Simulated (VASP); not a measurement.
# CdTe in VASP: notebook, part 3 of 3

VASP 6.6.1. Earlier steps stand in the parts before.

## Step 4: Single point, r2SCAN

This run uses another cell than the first one, of 35.29 Å³/atom, 1.031 times its volume.

POSCAR

```
CdTe
1.0
    0.0000000000      3.2799551159      3.2799551159
    3.2799551159      0.0000000000      3.2799551159
    3.2799551159      3.2799551159      0.0000000000
Cd Te
1 1
Direct
    0.0000000000      0.0000000000      0.0000000000
    0.2500000000      0.2500000000      0.2500000000
```

INCAR.step1

```
SYSTEM = CdTe
PREC = Accurate
ENCUT = 520
ISMEAR = 0
SIGMA = 0.01
LREAL = .FALSE.
LASPH = .TRUE.
NELM = 60
NBANDS = 16
GGA = PE
ALGO = Normal
EDIFF = 1E-4
LWAVE = .TRUE.
LCHARG = .FALSE.
```

INCAR.step2

```
SYSTEM = CdTe
PREC = Accurate
ENCUT = 520
EDIFF = 1E-6
ISMEAR = 0
SIGMA = 0.01
LREAL = .FALSE.
LASPH = .TRUE.
NELM = 60
ALGO = Normal
ISIF = 2
LWAVE = .FALSE.
LCHARG = .FALSE.
METAGGA = R2SCAN
LMIXTAU = .TRUE.
NBANDS = 16
ISTART = 1
```

KPOINTS

```
regular mesh
0
G
  6 6 6
  0 0 0
```

Run with:

```console
> cat potpaw_PBE.64/Cd/POTCAR potpaw_PBE.64/Te/POTCAR > POTCAR
> cp INCAR.step1 INCAR
> mpirun -np 1 vasp_std > vasp.out
> cp INCAR.step2 INCAR
> mpirun -np 1 vasp_std > vasp.out
```

Wall time 53 s (1 thread of Intel Xeon Platinum 8559C (Emerald Rapids), shared host); peak memory 0.22 GiB.

It converged, with:

- Free energy: -46.6414 eV
- Pressure: 0.1 GPa
- Band gap on the k mesh: 1.15 eV, direct

Levels at points of the mesh, in eV from the valence-band top:
```csv
k point,band 5,band 6,band 7,band 8,band 9,band 10,band 11,band 12,band 13,band 14
"(0.00, 0.00, 0.00)",-8.19,-8.19,0.00,0.00,0.00,1.15,5.05,5.05,5.05,7.86
"(0.50, 0.00, 0.00)",-8.18,-7.84,-4.29,-0.74,-0.74,2.19,5.60,5.60,7.38,9.09
"(0.50, 0.50, 0.00)",-8.16,-7.70,-4.17,-1.79,-1.79,2.95,2.99,9.25,9.63,9.63
```

Caveat: the PAW data sets were made with another functional, which shifts forces and pressure a little; spin-orbit coupling is left out, which moves the levels of the heavy elements. r2SCAN opens gaps a little over a GGA but as a rule still falls short of measured ones.

## Step 5: Single point, PBE (uniaxial z strain +0.5%)

INCAR

```
ALGO = Normal
EDIFF = 1E-7
ENCUT = 520
GGA = PE
ISIF = 2
ISMEAR = -1
LASPH = T
LCHARG = F
LREAL = F
LWAVE = F
NBANDS = 16
NELM = 60
PREC = Accurate
SIGMA = 0.02
```

KPOINTS

```
k-points
0
Gamma
  6 6 6
```

POSCAR

```
CdTe
1.0
    0.0000000000      3.2799551159      3.2963548915
    3.2799551159      0.0000000000      3.2963548915
    3.2799551159      3.2799551159      0.0000000000
Cd Te
1 1
Direct
    0.0000000000      0.0000000000      0.0000000000
    0.2500000000      0.2500000000      0.2500000000
```

Potentials or basis: VASP PAW PBE potentials, release 64 (Cd, Te).

Run with:

```console
> cat potpaw_PBE.64/Cd/POTCAR potpaw_PBE.64/Te/POTCAR > POTCAR
> mpirun -np 1 vasp_std > vasp.out
```

OUTCAR:

```text
EDIFF = 1E-7
   ENCUT = 520
   GGA = PE
   ISIF = 2
   ISMEAR = -1
   LASPH = T
   LREAL = F
   NELM = 60
   PREC = Accurate

 ion  position               nearest neighbor table
   1  0.000  0.000  0.000-   2 2.85   2 2.85   2 2.85   2 2.85
   2  0.250  0.250  0.250-   1 2.85   1 2.85   1 2.85   1 2.85

  LATTYP: Found a body centered tetragonal cell.
 ALAT       =     4.6385570089
 C/A-ratio  =     1.4212846302

  Lattice vectors:

 A1 = (  -3.2799551159,   0.0000000000,   3.2963548915)
 A2 = (   3.2799551159,   0.0000000000,   3.2963548915)
 A3 = (   0.0000000000,   3.2799551159,  -3.2963548915)

Analysis of symmetry for initial positions (statically):
=====================================================================
 Subroutine PRICEL returns:
 Original cell was already a primitive cell.

 Routine SETGRP: Setting up the symmetry group for a
 body centered tetragonal supercell.

 Subroutine GETGRP returns: Found  8 space group operations
 (whereof  8 operations were pure point group operations)
 out of a pool of 16 trial point group operations.

The static configuration has the point symmetry D_2d.

Analysis of symmetry for dynamics (positions and initial velocities):
=====================================================================
 Subroutine PRICEL returns:
 Original cell was already a primitive cell.

 Routine SETGRP: Setting up the symmetry group for a
 body centered tetragonal supercell.

 Subroutine GETGRP returns: Found  8 space group operations
 (whereof  8 operations were pure point group operations)
 out of a pool of 16 trial point group operations.

The dynamic configuration has the point symmetry D_2d.

 Subroutine INISYM returns: Found  8 space group operations
 (whereof  8 operations are pure point group operations),
 and found     1 'primitive' translations

----------------------------------------------------------------------------------------
[... 106 lines left out ...]
   EMIN   =  10.00;   EMAX   =-10.00  energy-range for DOS
   EFERMI =   0.00;   METHOD = LEGACY
   ISMEAR =    -1;   SIGMA  =   0.02  broadening in eV -4-tet -1-fermi 0-gaus
   EFERMI_NEDOS =   21; number of points for ismear=-14 and -15
   IALGO  =     38    algorithm
   IMIX   =      4    mixing-type and parameters
     AMIX     =   0.40;   BMIX     =  1.00
     AMIX_MAG =   1.60;   BMIX_MAG =  1.00
  volume/ion in A,a.u.               =      35.46       239.31
  Fermi-wavevector in a.u.,A,eV,Ry     =   1.036492  1.958685 14.616938  1.074315
  Thomas-Fermi vector in A             =   2.170885
   LORBIT       =      0    0 simple, 1 ext, 2 COOP (PROOUT), +10 PAW based schemes
   GGA     = PE    functional components
   LHFCALC =     F    Hartree Fock is set to
   AEXX    =    0.0000 exact exchange contribution
   IVDW    =     0    specifies the selected vdW correction
   LEPSILON=     F    determine dielectric tensor
   LRPA    =     F    only Hartree local field effects (RPA)
 non-spin polarized calculation
  energy-cutoff  :      520.00
  volume of cell :       70.93
 maximum number of plane-waves:      1936
 NGX is ok and might be reduce to    36
   NGX = 17   NGY = 17   NGZ = 17

 number of electron      18.0000006 magnetization

 Free energy of the ion-electron system (eV)
  ---------------------------------------------------
  ext. energy  EPLUGINS =         0.00000000
  ---------------------------------------------------
  free energy    TOTEN  =        -4.80201846 eV

  energy without entropy =       -4.80201846  energy(sigma->0) =       -4.80201846

 E-fermi :   2.3181     XC(G=0):  -8.4010

 val. band max:        1.9893849458   @ k =   0.0000   0.0000   0.0000
 cond. band min:       2.6287946278   @ k =   0.0000   0.0000   0.0000
 fundamental gap:      0.6394096821
 Fermi energy:         2.3180890606

 k-point     1 :       0.0000    0.0000    0.0000
  band No.  band energies     occupation
      1      -8.9606      2.00000
      2      -6.1736      2.00000
      3      -6.1724      2.00000
      4      -6.1724      2.00000
      5      -5.9423      2.00000
      6      -5.9418      2.00000
[... 433 lines left out ...]
      3      -6.0494      2.00000
      4      -5.9983      2.00000
      5      -5.9222      2.00000
      6      -5.5349      2.00000
[... 8 lines left out ...]
     15      12.5482      0.00000
     16      13.2565      0.00000

 [... further k-points ...]
[... 5 lines left out ...]
  --------------------------------------------------------------------------------------
  -------------------------------------------------------------------------------------
  Total        0.4202798      0.4202798      0.3852797      0.0000000      0.0000000      0.0000000
  in kB        9.4940029      9.4940029      8.7033604      0.0000000      0.0000000      0.0000000
  external PRESSURE =       9.2304554 kB  Pullay stress =       0.0000000 kB

 VOLUME and BASIS-vectors are now :
 -----------------------------------------------------------------------------
  energy-cutoff  :      520.00
  volume of cell :       70.93
      direct lattice vectors                 reciprocal lattice vectors
     0.000000000  3.279955116  3.296354892    -0.152441110  0.152441110  0.151682697
     3.279955116  0.000000000  3.296354892     0.152441110 -0.152441110  0.151682697
     3.279955116  3.279955116  0.000000000     0.152441110  0.152441110 -0.151682697

 POSITION                                       TOTAL-FORCE (eV/Angst)
 -----------------------------------------------------------------------------------
      0.00000      0.00000      0.00000        -0.000000      0.000000      0.000000
      1.63998      1.63998      1.64818         0.000000     -0.000000      0.000000
 -----------------------------------------------------------------------------------
    total drift:                               -0.000000     -0.000000     -0.000000

  FREE ENERGIE OF THE ION-ELECTRON SYSTEM (eV)
  ---------------------------------------------------
  free  energy   TOTEN  =        -4.8020184585 eV

  energy  without entropy=       -4.8020184573  energy(sigma->0) =       -4.80201846
```

It took 31 s on 1 thread of Intel Xeon Platinum 8559C (Emerald Rapids), shared host; peak memory 0.22 GiB.

Results:

```
Free energy            : -4.8020 eV
Pressure               : 0.9 GPa
Band gap on the k mesh : 0.64 eV, direct
```

Stress tensor (GPa, compression positive):
```
0.95 0.00 0.00
0.00 0.95 0.00
0.00 0.00 0.87
```

Caveat: the cell differs from its parent crystal (uniaxial z strain +0.5%); spin-orbit coupling is left out, which moves the levels of the heavy elements.

## Step 6: Summary

```csv
level,cell,smearing,gap on the mesh (eV),pressure (GPa)
PBE,"a = 4.592 Å, angles 60.0°, 2 atoms",fermi-dirac 0.02 eV,0.75,2.4
r2SCAN,"a = 4.592 Å, angles 60.0°, 2 atoms",gaussian 0.01 eV,1.25,1.4
r2SCAN,"a = 4.639 Å, angles 60.0°, 2 atoms",gaussian 0.01 eV,1.15,0.1
PBE,"a = 4.650, b = 4.650, c = 4.639 Å, angles 60.1, 60.1, 59.8°, 2 atoms",fermi-dirac 0.02 eV,0.64,0.9
```

Alike in all rows: task single point; potentials or basis VASP PAW PBE potentials, release 64 (Cd, Te); no spin polarisation; k mesh 6 × 6 × 6; cutoff (eV) 520.

Caveats: spin-orbit coupling is left out, which moves the levels of the heavy elements; the PAW data sets were made with another functional, which shifts forces and pressure a little (some runs).

Absolute energies hang on the potentials; compare differences alone.
